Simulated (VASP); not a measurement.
The system is Be3Bi2.

```
Be Bi
1.0
     4.16193    0.00000    0.00000
    -2.08096    3.60434    0.00000
     0.00000    0.00000    6.59421
Be Bi
3 2
Direct
  0.00000 0.00000 0.00000
  0.33333 0.66667 0.36662
  0.66667 0.33333 0.63338
  0.33333 0.66667 0.77187
  0.66667 0.33333 0.22813
```

The cell was generated, and may not be a known phase.

| Item | Value |
| --- | --- |
| Program | VASP 6.6.1 |
| Task | relaxation of cell and atoms |
| Functional | PBE |
| Potentials or basis | VASP PAW PBE potentials, release 64 (Be, Bi_d) |
| Cutoff | 600 eV |
| k mesh | 6 × 6 × 4 |
| Occupations | gaussian, width 0.1 eV |
| Spin | no spin polarisation |

At the start: pressure 0.1 GPa; volume 19.78 Å³/atom.

Task: Where does the relaxation end?

Result: Over 14 steps the energy falls by 99.1 meV/atom and the volume is 19.15 Å³/atom (-3.2 %); space group P-3m1 (No. 164, to 0.1 Å) before and after.

Step by step:
| step | energy change (eV) | largest force (eV/Å) | pressure (GPa) | volume (Å³) |
| --- | --- | --- | --- | --- |
| 1 | 0.0000 | 0.6802 | 0.11 | 98.92 |
| 2 | -0.0727 | 0.6973 | -0.16 | 99.10 |
| 3 | -0.2036 | 0.7422 | -1.00 | 99.43 |
| 4 | -0.2762 | 0.7417 | -0.70 | 98.32 |
| 5 | -0.4371 | 0.3778 | 0.93 | 95.04 |
| 6 | 0.0920 | 2.2534 | 8.48 | 88.71 |
| 7 | -0.4460 | 0.4604 | 1.33 | 94.42 |
| 8 | -0.4489 | 0.5650 | 1.85 | 93.79 |
| 9 | -0.4803 | 0.3758 | 0.90 | 94.98 |
| 10 | -0.4806 | 0.3560 | 0.81 | 95.11 |
| 11 | -0.4923 | 0.0890 | -0.16 | 96.14 |
| 12 | -0.4923 | 0.0968 | -0.15 | 96.11 |
| 13 | -0.4942 | 0.0625 | -0.11 | 95.99 |
| 14 | -0.4955 | 0.0050 | -0.01 | 95.76 |

Final structure:
```
Be Bi
1.0
     3.97790    0.00000    0.00000
    -1.98895    3.44496    0.00000
     0.00000    0.00000    6.98754
Be Bi
3 2
Direct
  0.00000 0.00000 0.00000
  0.33333 0.66667 0.42642
  0.66667 0.33333 0.57358
  0.33333 0.66667 0.78050
  0.66667 0.33333 0.21950
```
